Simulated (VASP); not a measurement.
# BN (k07) (P6_3mc) in VASP: a series of runs, part 2 of 2

VASP 6.6.1. The steps go on from the part before.

**3. Relaxation of cell and atoms, PBE**

This run uses another cell than the first one, of 5.85 Å³/atom, 0.980 times its volume.

Contents of INCAR:

```
SYSTEM = BN
PREC = Accurate
ENCUT = 600
EDIFF = 1E-7
ISMEAR = 0
SIGMA = 0.02
LREAL = .FALSE.
LASPH = .TRUE.
NELM = 120
ALGO = Normal
ISIF = 3
LWAVE = .FALSE.
LCHARG = .FALSE.
GGA = PE
IBRION = 2
NSW = 100
EDIFFG = -0.002
GGA_COMPAT = .FALSE.
NELMIN = 4
```

Contents of KPOINTS:

```
regular mesh
0
G
  15 15 8
  0 0 0
```

Contents of POSCAR:

```
BN
1.0
    2.5360000000      0.0000000000      0.0000000000
   -1.2680000000      2.1962404240      0.0000000000
    0.0000000000      0.0000000000      4.1990000000
B N
2 2
Direct
    0.6666666667      0.3333333333      0.0000000000
    0.3333333333      0.6666666667      0.5000000000
    0.6666666667      0.3333333333      0.3750000000
    0.3333333333      0.6666666667      0.8750000000
```

Potentials or basis: VASP PAW PBE potentials, release 64 (B, N).

On the command line:

```bash
cat potpaw_PBE.64/B/POTCAR potpaw_PBE.64/N/POTCAR > POTCAR
mpirun -np 1 vasp_std > vasp.out
```

OUTCAR:

```text
SYSTEM = BN
   PREC = Accurate
   ENCUT = 600
   EDIFF = 1E-7
   ISMEAR = 0
   LREAL = .FALSE.
   LASPH = .TRUE.
   NELM = 120
   ISIF = 3
   GGA = PE
   IBRION = 2
   NSW = 100
   EDIFFG = -0.002
   NELMIN = 4

 ion  position               nearest neighbor table
   1  0.667  0.333  0.000-   4 1.56   4 1.56   4 1.56   3 1.57
   2  0.333  0.667  0.500-   3 1.56   3 1.56   3 1.56   4 1.57
   3  0.667  0.333  0.375-   2 1.56   2 1.56   2 1.56   1 1.57
   4  0.333  0.667  0.875-   1 1.56   1 1.56   1 1.56   2 1.57

  LATTYP: Found a hexagonal cell.
 ALAT       =     2.5360000000
 C/A-ratio  =     1.6557570978

  Lattice vectors:

 A1 = (   2.5360000000,   0.0000000000,   0.0000000000)
 A2 = (  -1.2680000000,   2.1962404240,   0.0000000000)
 A3 = (   0.0000000000,   0.0000000000,   4.1990000000)

Analysis of symmetry for initial positions (statically):
=====================================================================
 Subroutine PRICEL returns:
 Original cell was already a primitive cell.

 Routine SETGRP: Setting up the symmetry group for a
 hexagonal supercell.

 Subroutine GETGRP returns: Found 12 space group operations
 (whereof  6 operations were pure point group operations)
 out of a pool of 24 trial point group operations.

The static configuration has the point symmetry C_3v.
 The point group associated with its full space group is C_6v.

Analysis of symmetry for dynamics (positions and initial velocities):
=====================================================================
 Subroutine PRICEL returns:
 Original cell was already a primitive cell.

 Routine SETGRP: Setting up the symmetry group for a
 hexagonal supercell.

 Subroutine GETGRP returns: Found 12 space group operations
 (whereof  6 operations were pure point group operations)
 out of a pool of 24 trial point group operations.

The dynamic configuration has the point symmetry C_3v.
 The point group associated with its full space group is C_6v.

 Subroutine INISYM returns: Found 12 space group operations
 (whereof  6 operations are pure point group operations),
 and found     1 'primitive' translations

----------------------------------------------------------------------------------------

                                     Primitive cell

  volume of cell :      23.3870

  direct lattice vectors                    reciprocal lattice vectors
     2.536000000  0.000000000  0.000000000     0.394321767  0.227661778  0.000000000
    -1.268000000  2.196240424  0.000000000     0.000000000  0.455323556  0.000000000
     0.000000000  0.000000000  4.199000000     0.000000000  0.000000000  0.238151941

  length of vectors
     2.536000000  2.536000000  4.199000000     0.455323556  0.455323556  0.238151941

  position of ions in fractional coordinates (direct lattice)
     0.666666667  0.333333333  0.000000000
     0.333333333  0.666666667  0.500000000
     0.666666667  0.333333333  0.375000000
     0.333333333  0.666666667  0.875000000

  ion indices of the primitive-cell ions
   primitive index   ion index
                 1           1
                 2           2
                 3           3
                 4           4
[... 61 lines left out ...]
   NGXF,Y,Z  is equivalent  to a cutoff of  26.22, 26.22, 28.51 a.u.
 SYSTEM =  BN
   PREC   = accura    normal or accurate (medium, high low for compatibility)
   ISTART =      0    job   : 0-new  1-cont  2-samecut
   ICHARG =      2    charge: 1-file 2-atom 10-const
   ISPIN  =      1    spin polarized calculation?
   LNONCOLLINEAR =      F non collinear calculations
   LSORBIT =      F    spin-orbit coupling
   LASPH  =      T    aspherical Exc in radial PAW
   ENCUT  =  600.0 eV  44.10 Ry    6.64 a.u.   5.07  5.07  8.39*2*pi/ulx,y,z
   NELM   =    120;   NELMIN=  4; NELMDL= -5     # of ELM steps
   EDIFF  = 0.1E-06   stopping-criterion for ELM
   LREAL  =      F    real-space projection
   EDIFFG = -.2E-02   stopping-criterion for IOM
   NSW    =    100    number of steps for IOM
   IBRION =      2    ionic relax: 0-MD 1-quasi-New 2-CG
   NFREE  =      1    steps in history (QN), initial steepest desc. (CG)
   ISIF   =      3    stress and relaxation
   ISYM   =      2    0-nonsym 1-usesym 2-fastsym
   POTIM  = 0.5000    time-step for ionic-motion
   TEBEG  =    0.0;   TEEND  =   0.0 temperature during run
   PSTRESS=    0.0 pullay stress
   NELECT =      16.0000    total number of electrons
   NUPDOWN=      -1.0000    fix difference up-down
   EMIN   =  10.00;   EMAX   =-10.00  energy-range for DOS
   EFERMI =   0.00;   METHOD = LEGACY
   ISMEAR =     0;   SIGMA  =   0.02  broadening in eV -4-tet -1-fermi 0-gaus
   EFERMI_NEDOS =   21; number of points for ismear=-14 and -15
   IALGO  =     38    algorithm
   IMIX   =      4    mixing-type and parameters
     AMIX     =   0.40;   BMIX     =  1.00
     AMIX_MAG =   1.60;   BMIX_MAG =  1.00
  volume/ion in A,a.u.               =       5.85        39.46
  Fermi-wavevector in a.u.,A,eV,Ry     =   1.442524  2.725976 28.312044  2.080877
  Thomas-Fermi vector in A             =   2.561035
   LORBIT       =      0    0 simple, 1 ext, 2 COOP (PROOUT), +10 PAW based schemes
   GGA     = PE    functional components
   LHFCALC =     F    Hartree Fock is set to
   AEXX    =    0.0000 exact exchange contribution
   IVDW    =     0    specifies the selected vdW correction
   LEPSILON=     F    determine dielectric tensor
   LRPA    =     F    only Hartree local field effects (RPA)
 conjugate gradient relaxation of ions
 non-spin polarized calculation
 Gauss-broadening in eV      SIGMA  =   0.02
  energy-cutoff  :      600.00
  volume of cell :       23.39
 maximum number of plane-waves:       801
   NGX = 11   NGY = 11   NGZ = 17

--------------------------------------- Ionic step        1  -------------------------------------------

 number of electron      16.0000003 magnetization

 Free energy of the ion-electron system (eV)
  ---------------------------------------------------
  ext. energy  EPLUGINS =         0.00000000
  ---------------------------------------------------
  free energy    TOTEN  =       -34.82632944 eV

  energy without entropy =      -34.82632944  energy(sigma->0) =      -34.82632944

------------------------ aborting loop because EDIFF is reached ----------------------------------------

  FORCE on cell =-STRESS in cart. coord.  units (eV):
  Direction    XX          YY          ZZ          XY          YZ          ZX
  --------------------------------------------------------------------------------------
  -------------------------------------------------------------------------------------
  Total        1.2253971      1.2253971      1.0497584      0.0000000      0.0000000      0.0000000
  in kB       83.9484007     83.9484007     71.9159020      0.0000000      0.0000000      0.0000000
  external PRESSURE =      79.9375678 kB  Pullay stress =       0.0000000 kB
[... 253 lines left out ...]
--------------------------------------- Ionic step        8  -------------------------------------------

 number of electron      16.0000003 magnetization

 Free energy of the ion-electron system (eV)
  ---------------------------------------------------
  ext. energy  EPLUGINS =         0.00000000
  ---------------------------------------------------
  free energy    TOTEN  =       -34.83840131 eV

  energy without entropy =      -34.83840131  energy(sigma->0) =      -34.83840131

 E-fermi :   7.5291     XC(G=0): -12.7618

 val. band max:        7.4299382737   @ k =   0.0000   0.0000   0.0000
 cond. band min:      12.6389920734   @ k =   0.3333   0.3333   0.0000
 fundamental gap:      5.2090537997
 Fermi energy:         7.5291335197

 k-point     1 :       0.0000    0.0000    0.0000
  band No.  band energies     occupation
      1     -12.8572      2.00000
      2      -8.7499      2.00000
      3      -3.3908      2.00000
      4       5.3263      2.00000
      5       5.3263      2.00000
      6       7.1671      2.00000
      7       7.4299      2.00000
      8       7.4299      2.00000
      9      15.7622      0.00000
     10      15.7622      0.00000
     11      15.9830      0.00000
     12      16.8360      0.00000
[... 331 lines left out ...]
 k-point    24 :       0.4000    0.2000    0.0000
  band No.  band energies     occupation
      1      -8.3283      2.00000
      2      -7.3578      2.00000
      3      -1.6758      2.00000
      4       0.1427      2.00000
      5       0.6183      2.00000
      6       1.1219      2.00000
      7       2.7615      2.00000
      8       3.4044      2.00000
      9      13.4174      0.00000
     10      17.6747      0.00000
     11      19.5456      0.00000
     12      20.7182      0.00000

 [... further k-points ...]

------------------------ aborting loop because EDIFF is reached ----------------------------------------

  FORCE on cell =-STRESS in cart. coord.  units (eV):
  Direction    XX          YY          ZZ          XY          YZ          ZX
  --------------------------------------------------------------------------------------
  -------------------------------------------------------------------------------------
  Total       -0.0002267     -0.0002267     -0.0015419      0.0000000      0.0000000      0.0000000
  in kB       -0.0152116     -0.0152116     -0.1034784      0.0000000      0.0000000      0.0000000
  external PRESSURE =      -0.0446339 kB  Pullay stress =       0.0000000 kB
[... 19 lines left out ...]
  FREE ENERGIE OF THE ION-ELECTRON SYSTEM (eV)
  ---------------------------------------------------
  free  energy   TOTEN  =       -34.8384013056 eV

  energy  without entropy=      -34.8384013056  energy(sigma->0) =      -34.83840131

 reached required accuracy - stopping structural energy minimisation
```

Wall time 3 min (1 thread of Intel Xeon 8259CL, shared host); peak memory 0.17 GiB.

What came out:

```yaml
Free_energy: -34.8384 eV
Relaxed_volume: 5.97 Å³/atom
Relaxed_cell: a = 2.554 Å, b = 2.554 Å, c = 4.224 Å, α = 90.00°, β = 90.00°, γ = 120.00°
Space_group_after_relaxing_to_0.05_Å: P6_3mc (No. 186)
Energy_gained_by_relaxing: 3.0 meV/atom
Ionic_steps: 8
Pressure_after_relaxing: 0.0 GPa
Band_gap_on_the_k_mesh: 5.21 eV, indirect (least direct gap 8.23 eV)
```

Step by step:
```
step  energy change (eV)  largest force (eV/Å)  pressure (GPa)  volume (Å³)
   1              0.0000                0.0578            7.99        23.39
   2              0.0010                0.1020           -7.70        24.39
   3             -0.0120                0.0246            0.02        23.87
   4             -0.0120                0.0230            0.16        23.86
   5             -0.0120                0.0237            0.09        23.87
   6             -0.0121                0.0016            0.13        23.86
   7             -0.0121                0.0009           -0.08        23.88
   8             -0.0121                0.0001            0.00        23.87
```

Final structure:
```yaml
crystal:
  lattice:
    - [2.55450, 0.00000, 0.00000]
    - [-1.27725, 2.21226, 0.00000]
    - [0.00000, 0.00000, 4.22440]
  atoms:
    - { symbol: B, position: [0.66667, 0.33333, 0.00020] }
    - { symbol: B, position: [0.33333, 0.66667, 0.50020] }
    - { symbol: N, position: [0.66667, 0.33333, 0.37480] }
    - { symbol: N, position: [0.33333, 0.66667, 0.87480] }
```
